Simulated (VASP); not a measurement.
# Ti4HO8 in VASP: single point with PBE+D3(BJ)

Aim: the single point of Ti4HO8 with PBE+D3(BJ).

All numbers are computed with VASP 6.6.1; they aren't measurements. Logs are shortened: lines on timing, memory, paths and dates and some standing lists are left out, and cuts for length are marked.

### 1 The cell of the first run

The cell holds a slab with vacuum, 26 atoms: a = 5.909 Å, b = 6.517 Å, c = 24.114 Å, α = 90.00°, β = 90.00°, γ = 90.00°.

### 2 Single point, PBE+D3(BJ)

Input file INCAR:

```
ALGO     = Normal         # electronic algorithm
DIPOL    = 0.5 0.5 0.470
EDIFF    = 1E-6           # SCF threshold, eV
ENCUT    = 520            # plane-wave cutoff, eV
GGA      = PE             # functional
IDIPOL   = 3            
ISIF     = 2              # what is computed and relaxed
ISMEAR   = 0              # smearing method
IVDW     = 12             # dispersion correction
LASPH    = T              # aspherical terms in the spheres
LCHARG   = F              # write CHGCAR
LDIPOL   = T            
LREAL    = Auto         
LWAVE    = F              # write WAVECAR
NBANDS   = 116            # bands
NELM     = 60             # most SCF steps
PREC     = Accurate       # precision mode
SIGMA    = 0.05           # smearing width, eV
```

Input file KPOINTS:

```
k-points
0
Gamma
  3 3 1
```

Input file POSCAR:

```
Ti4HO8
1.0
    5.9085268334      0.0000000000      0.0000000000
    0.0000000000      6.5169368715      0.0000000000
    0.0000000000      0.0000000000     24.1141649889
O Ti H
16 8 2
Direct
    0.0000000000      0.0000000000      0.3317552154
    0.5000000000      0.0000000000      0.3317552154
    0.2500000000      0.3043792196      0.3846224109
    0.7500000000      0.3043792196      0.3846224109
    0.2500000000      0.6956207804      0.3846224109
    0.7500000000      0.6956207804      0.3846224109
    0.0000000000      0.0000000000      0.4374896065
    0.5000000000      0.0000000000      0.4374896065
   -0.0000465821      0.5000195267      0.4613761102
    0.5000044008      0.5000412175      0.4613473510
    0.2500270174      0.8116196220      0.5249583920
    0.7500667632      0.8115949837      0.5249833835
    0.2500722413      0.1885018280      0.5249556630
    0.7500237356      0.1885161657      0.5249805760
    0.0002896989      0.5000315878      0.5680289619
    0.4999215660      0.5000866082      0.5680268284
    0.0000000000      0.5000000000      0.3846224109
    0.5000000000      0.5000000000      0.3846224109
    0.2500000000      0.0000000000      0.3846224109
    0.7500000000      0.0000000000      0.3846224109
    0.0000464146      0.0001063571      0.5122514440
    0.5000309649      0.0000259343      0.5122465877
    0.2499104701      0.5000830764      0.5236059893
    0.7502325324      0.5000566064      0.5238024190
    0.3043698533      0.4509932953      0.6965666051
    0.3519130756      0.4635695000      0.6678302225
```

Potentials or basis: VASP PAW PBE potentials, release 64 (O, Ti_sv, H).

Launch:

```sh
> cat potpaw_PBE.64/O/POTCAR potpaw_PBE.64/Ti_sv/POTCAR potpaw_PBE.64/H/POTCAR > POTCAR
> mpirun -np 1 vasp_std > vasp.out
```

OUTCAR:

```text
EDIFF = 1E-6
   ENCUT = 520
   GGA = PE
   ISIF = 2
   ISMEAR = 0
   IVDW = 12
   LASPH = T
   LREAL = Auto
   NELM = 60
   PREC = Accurate
 IVDW          = 12

 ion  position               nearest neighbor table
   1  0.000  0.000  0.332-  19 1.95  20 1.95
   2  0.500  0.000  0.332-  19 1.95  20 1.95
   3  0.250  0.304  0.385-  17 1.95  18 1.95  19 1.98
   4  0.750  0.304  0.385-  17 1.95  18 1.95  20 1.98
   5  0.250  0.696  0.385-  17 1.95  18 1.95  19 1.98
   6  0.750  0.696  0.385-  17 1.95  18 1.95  20 1.98
   7  0.000  0.000  0.437-  21 1.80  20 1.95  19 1.95
   8  0.500  0.000  0.437-  22 1.80  20 1.95  19 1.95
   9  1.000  0.500  0.461-  17 1.85  23 2.11  24 2.11
  10  0.500  0.500  0.461-  18 1.85  23 2.11  24 2.11
  11  0.250  0.812  0.525-  22 1.95  21 1.95  23 2.03
  12  0.750  0.812  0.525-  22 1.95  21 1.95  24 2.03
  13  0.250  0.189  0.525-  21 1.95  22 1.95  23 2.03
  14  0.750  0.189  0.525-  21 1.95  22 1.95  24 2.03
  15  0.000  0.500  0.568-  24 1.82  23 1.82
  16  0.500  0.500  0.568-  24 1.82  23 1.82
  17  0.000  0.500  0.385-   9 1.85   4 1.95   5 1.95   6 1.95   3 1.95
  18  0.500  0.500  0.385-  10 1.85   4 1.95   5 1.95   6 1.95   3 1.95
  19  0.250  0.000  0.385-   1 1.95   2 1.95   7 1.95   8 1.95   3 1.98   5 1.98
  20  0.750  0.000  0.385-   1 1.95   2 1.95   7 1.95   8 1.95   4 1.98   6 1.98
  21  0.000  0.000  0.512-   7 1.80  13 1.95  14 1.95  11 1.95  12 1.95
  22  0.500  0.000  0.512-   8 1.80  11 1.95  13 1.95  12 1.95  14 1.95
  23  0.250  0.500  0.524-  15 1.82  16 1.82  11 2.03  13 2.03   9 2.11  10 2.11
  24  0.750  0.500  0.524-  15 1.82  16 1.82  12 2.03  14 2.03   9 2.11  10 2.11
  25  0.304  0.451  0.697-  26 0.75
  26  0.352  0.464  0.668-  25 0.75

  LATTYP: Found a simple orthorhombic cell.
 ALAT       =     5.9085268334
 B/A-ratio  =     1.1029715283
 C/A-ratio  =     4.0812482822

  Lattice vectors:

 A1 = (   5.9085268334,   0.0000000000,   0.0000000000)
 A2 = (   0.0000000000,   6.5169368715,   0.0000000000)
 A3 = (   0.0000000000,   0.0000000000,  24.1141649889)

Analysis of symmetry for initial positions (statically):
=====================================================================
 Subroutine PRICEL returns:
 Original cell was already a primitive cell.

 Routine SETGRP: Setting up the symmetry group for a
 simple orthorhombic supercell.

 Subroutine GETGRP returns: Found  1 space group operations
 (whereof  1 operations were pure point group operations)
 out of a pool of  8 trial point group operations.

The static configuration has the point symmetry C_1 .

Analysis of symmetry for dynamics (positions and initial velocities):
=====================================================================
 Subroutine PRICEL returns:
 Original cell was already a primitive cell.
[... 154 lines left out ...]
   IMIX   =      4    mixing-type and parameters
     AMIX     =   0.40;   BMIX     =  1.00
     AMIX_MAG =   1.60;   BMIX_MAG =  1.00
  volume/ion in A,a.u.               =      35.71       241.00
  Fermi-wavevector in a.u.,A,eV,Ry     =   0.971428  1.835732 12.839430  0.943672
  Thomas-Fermi vector in A             =   2.101644
   LORBIT       =      0    0 simple, 1 ext, 2 COOP (PROOUT), +10 PAW based schemes
   GGA     = PE    functional components
   LHFCALC =     F    Hartree Fock is set to
   AEXX    =    0.0000 exact exchange contribution
   IVDW    =    12    specifies the selected vdW correction
   LEPSILON=     F    determine dielectric tensor
   LRPA    =     F    only Hartree local field effects (RPA)
 non-spin polarized calculation
 Gauss-broadening in eV      SIGMA  =   0.05
  energy-cutoff  :      520.00
  volume of cell :      928.53
 maximum number of plane-waves:     25061
 NGX is ok and might be reduce to    48
   NGX = 21   NGY = 25   NGZ = 89

 dipolmoment           0.000000      0.000000      0.030008 electrons x Angstroem

 number of electron     193.9999952 magnetization

 dipolmoment           0.000000      0.000000     -0.025328 electrons x Angstroem

 Free energy of the ion-electron system (eV)
  ---------------------------------------------------
  ext. energy  EPLUGINS =         0.00000000
  ---------------------------------------------------
  free energy    TOTEN  =      -217.56111192 eV

  energy without entropy =     -217.56111192  energy(sigma->0) =     -217.56111192

 E-fermi :  -3.3880     XC(G=0):  -3.8104

 val. band max:       -3.6404849440   @ k =   0.0000   0.0000   0.0000
 cond. band min:      -1.8956385995   @ k =   0.0000   0.0000   0.0000
 fundamental gap:      1.7448463445
 Fermi energy:        -3.3879522868

 k-point     1 :       0.0000    0.0000    0.0000
  band No.  band energies     occupation
      1     -60.8864      2.00000
      2     -60.8451      2.00000
      3     -60.8127      2.00000
      4     -60.7718      2.00000
      5     -60.3249      2.00000
      6     -60.2814      2.00000
[... 549 lines left out ...]
    108      -0.7019      0.00000
    109      -0.6763      0.00000
 [bands above 109 left out]

------------------------ aborting loop because EDIFF is reached ----------------------------------------

 vacuum level on the upper side and lower side of the slab       (xc-potential included)        -0.210        -0.090

 Edisp (eV)   -4.10669

 E8    (eV) :    -1.6930

  FORCE on cell =-STRESS in cart. coord.  units (eV):
  Direction    XX          YY          ZZ          XY          YZ          ZX
  --------------------------------------------------------------------------------------
  -------------------------------------------------------------------------------------
  Total      -3.89205     4.61888    -0.65384     0.00088    -0.01503     0.00312
  in kB      -6.71575     7.96989    -1.12820     0.00152    -0.02594     0.00538
  external pressure =        0.04 kB  Pullay stress =        0.00 kB

 VOLUME and BASIS-vectors are now :
 -----------------------------------------------------------------------------
  energy-cutoff  :      520.00
  volume of cell :      928.53
      direct lattice vectors                 reciprocal lattice vectors
     5.908526833  0.000000000  0.000000000     0.169246925  0.000000000  0.000000000
     0.000000000  6.516936871  0.000000000     0.000000000  0.153446323  0.000000000
     0.000000000  0.000000000 24.114164989     0.000000000  0.000000000  0.041469402

 POSITION                                       TOTAL-FORCE (eV/Angst)
 -----------------------------------------------------------------------------------
      0.00000      0.00000      8.00000         0.000048      0.000086      2.389953
      2.95426      0.00000      8.00000        -0.000041      0.000105      2.389831
      1.47713      1.98362      9.27485        -0.003950      0.764947     -1.006650
      4.43140      1.98362      9.27485         0.003620      0.765486     -1.007237
      1.47713      4.53332      9.27485        -0.004154     -0.764691     -1.007375
      4.43140      4.53332      9.27485         0.003826     -0.765264     -1.008033
[... 18 lines left out ...]
      1.79838      2.93909     16.79712         0.005859     -0.000319     -0.021219
      2.07929      3.02105     16.10417        -0.005087     -0.002284      0.021916
 -----------------------------------------------------------------------------------
    total drift:                                0.000841     -0.001413     -0.021169

  FREE ENERGIE OF THE ION-ELECTRON SYSTEM (eV)
  ---------------------------------------------------
  free  energy   TOTEN  =      -221.6678033547 eV

  energy  without entropy=     -221.6678033547  energy(sigma->0) =     -221.66780335

 vacuum level on the upper side and lower side of the slab         3.128         3.251
```

OSZICAR:

```text
N       E                     dE             d eps       ncg     rms          rms(c)
DAV:   1     0.261296160944E+04    0.26130E+04   -0.95487E+04  1336   0.153E+03
DAV:   2     0.163534007252E+03   -0.24494E+04   -0.23886E+04  1540   0.461E+02
DAV:   3    -0.248896864865E+03   -0.41243E+03   -0.41031E+03  1392   0.199E+02
DAV:   4    -0.285266470240E+03   -0.36370E+02   -0.36327E+02  1896   0.589E+01
[... 23 lines left out ...]
DAV:  28    -0.217561105642E+03   -0.43114E-05   -0.25957E-07   720   0.123E-03    0.313E-04
DAV:  29    -0.217561107571E+03   -0.19291E-05   -0.73503E-08   688   0.890E-04    0.261E-04
DAV:  30    -0.217561109545E+03   -0.19743E-05   -0.50585E-08   656   0.691E-04    0.130E-04
DAV:  31    -0.217561111106E+03   -0.15613E-05   -0.42256E-08   656   0.594E-04    0.190E-04
DAV:  32    -0.217561111917E+03   -0.81077E-06   -0.21171E-08   640   0.451E-04
   1 F= -.22166780E+03 E0= -.22166780E+03  d E =-.261633E-13
```

stdout:

```text
POSCAR found type information on POSCAR O TiH
 POSCAR found :  3 types and      26 ions
 scaLAPACK will be used
 LDA part: xc-table for (Slater+PW92), standard interpolation
 POSCAR, INCAR and KPOINTS ok, starting setup
 FFT: planning ... GRIDC
 FFT: planning ... GRID_SOFT
 FFT: planning ... GRID
 WAVECAR not read
 entering main loop
```

Wall time 23 min (1 thread of Intel Xeon Platinum 8259CL at 2.50GHz (Skylake/Cascade Lake), shared host); peak memory 0.99 GiB.

What came out:

| Quantity | Value |
| --- | --- |
| Free energy | -221.6678 eV |
| Largest force | 5.374 eV/Å |
| Band gap on the k mesh | 1.74 eV |
| Dispersion energy per atom | -0.158 eV |

Forces in eV/Å, atoms in the order of the input:
```
O    0.000  0.000  2.390
O    0.000  0.000  2.390
O   -0.004  0.765 -1.007
O    0.004  0.765 -1.007
O   -0.004 -0.765 -1.007
O    0.004 -0.765 -1.008
O    0.000  0.001  1.814
O    0.001  0.000  1.813
O    0.002  0.000  0.048
O    0.002  0.000  0.048
O    0.000 -0.043  0.012
O    0.000 -0.041  0.012
O    0.000  0.043  0.012
O    0.001  0.042  0.013
O    0.000  0.000  0.114
O   -0.004 -0.001  0.114
Ti  -0.003  0.001  3.010
Ti   0.002  0.001  3.019
Ti  -0.001  0.000 -5.374
Ti   0.001  0.000 -5.374
Ti   0.000  0.001  0.062
Ti   0.000  0.000  0.063
Ti   0.002 -0.001 -0.075
Ti  -0.004 -0.001 -0.083
H    0.006  0.000 -0.021
H   -0.005 -0.002  0.022
```
